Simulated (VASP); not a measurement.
Here is a VASP 6.6.1 calculation.

File INCAR:

```
ALGO = Normal
EDIFF = 1E-8
ENCUT = 520
GGA = PE
ISIF = 2
ISMEAR = 0
KPAR = 4
LASPH = True
LCHARG = False
LEPSILON = True
LREAL = False
LWAVE = False
NELM = 80
PREC = Accurate
SIGMA = 0.03
```

The input KPOINTS:

```
k-points
0
Monkhorst-Pack
  6 6 6
```

POSCAR

```
ZnGa2O4                                 
1.0
    0.0000000000      4.1746942910      4.1746942910
    4.1746942910      0.0000000000      4.1746942910
    4.1746942910      4.1746942910      0.0000000000
  Zn              Ga              O             
     2     4     8
Direct
     0.5000000000000000    0.5000000000000000    0.5000000000000000
     0.7500000000000000    0.7500000000000000    0.7500000000000000
     0.1250000000000000    0.1250000000000000    0.6250000000000000
     0.1250000000000000    0.6250000000000000    0.1250000000000000
     0.6250000000000000    0.1250000000000000    0.1250000000000000
     0.1250000000000000    0.1250000000000000    0.1250000000000000
     0.8863900171037287    0.3408299486888069    0.8863900171037287
     0.3636099828962713    0.3636099828962713    0.9091700513111931
     0.3636099828962713    0.3636099828962713    0.3636099828962713
     0.9091700513111931    0.3636099828962713    0.3636099828962713
     0.8863900171037287    0.8863900171037287    0.8863900171037287
     0.3408299486888069    0.8863900171037287    0.8863900171037287
     0.3636099828962713    0.9091700513111931    0.3636099828962713
     0.8863900171037287    0.8863900171037287    0.3408299486888069
```

Potentials or basis: VASP PAW PBE potentials, release 64 (Zn, Ga_d, O).

Launch:

```bash
$ cat potpaw_PBE.64/Zn/POTCAR potpaw_PBE.64/Ga_d/POTCAR potpaw_PBE.64/O/POTCAR > POTCAR
$ mpirun -np 4 vasp_std > vasp.out
```

Task: Estimate the electronic dielectric tensor (diagonal).

Result: 4.12.

Task: What does it give for the Born charges (mean of the diagonal)?

Result: Zn +2.25; Ga +3.07; O -2.10 e.

Born effective charge tensors (e):
atom 1, Zn
```
2.25 0.00 0.00
0.00 2.25 0.00
0.00 0.00 2.25
```
atom 2, Zn
```
2.25 0.00 0.00
0.00 2.25 0.00
0.00 0.00 2.25
```
atom 3, Ga
```
 3.07  0.29 -0.29
 0.29  3.07 -0.29
-0.29 -0.29  3.07
```
atom 4, Ga
```
 3.07 -0.29  0.29
-0.29  3.07 -0.29
 0.29 -0.29  3.07
```
atom 5, Ga
```
 3.07 -0.29 -0.29
-0.29  3.07  0.29
-0.29  0.29  3.07
```
atom 6, Ga
```
3.07 0.29 0.29
0.29 3.07 0.29
0.29 0.29 3.07
```
atom 7, O
```
-2.10  0.13 -0.13
 0.13 -2.10  0.13
-0.13  0.13 -2.10
```
atom 8, O
```
-2.10 -0.13  0.13
-0.13 -2.10  0.13
 0.13  0.13 -2.10
```
atom 9, O
```
-2.10 -0.13 -0.13
-0.13 -2.10 -0.13
-0.13 -0.13 -2.10
```
atom 10, O
```
-2.10  0.13  0.13
 0.13 -2.10 -0.13
 0.13 -0.13 -2.10
```
atom 11, O
```
-2.10 -0.13 -0.13
-0.13 -2.10 -0.13
-0.13 -0.13 -2.10
```
atom 12, O
```
-2.10  0.13  0.13
 0.13 -2.10 -0.13
 0.13 -0.13 -2.10
```
atom 13, O
```
-2.10  0.13 -0.13
 0.13 -2.10  0.13
-0.13  0.13 -2.10
```
atom 14, O
```
-2.10 -0.13  0.13
-0.13 -2.10  0.13
 0.13  0.13 -2.10
```
